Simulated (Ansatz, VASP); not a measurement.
## W in VASP and in Ansatz

```
W
1.0
     0.04963    2.02208    2.05107
     2.08952    0.01339    2.08731
     2.10485    2.07365   -0.00195
W
1
Direct
  0.00000 0.00000 0.00000
```

Alike in both runs: task single point; functional LDA; k mesh 8 × 8 × 8; occupations fermi-dirac, width 0.05 eV; no spin polarisation.

```csv
,VASP,Ansatz
version,VASP 6.6.1,Ansatz 0.2.0
potentials or method,"VASP PAW LDA potentials, release 64 (W_sv), cutoff 520 eV","plane waves, PAW"
valence electrons in the cell,14,14
```

Ansatz gave:

| Quantity | Value |
| --- | --- |
| pressure (GPa) | -27.4 |
| traceless stress, the component that is largest in VASP (GPa) | 4.63 |

Task: What did VASP give for the same quantities?

Result: Pressure (GPa): -26.2; traceless stress, the component that is largest in VASP (GPa): 4.64.

LDA's correlation is that of Perdew and Zunger in VASP and of Perdew and Wang (1992) in Ansatz. Ansatz's warnings: stress scf threshold loose.

Neither program's run includes spin-orbit coupling.
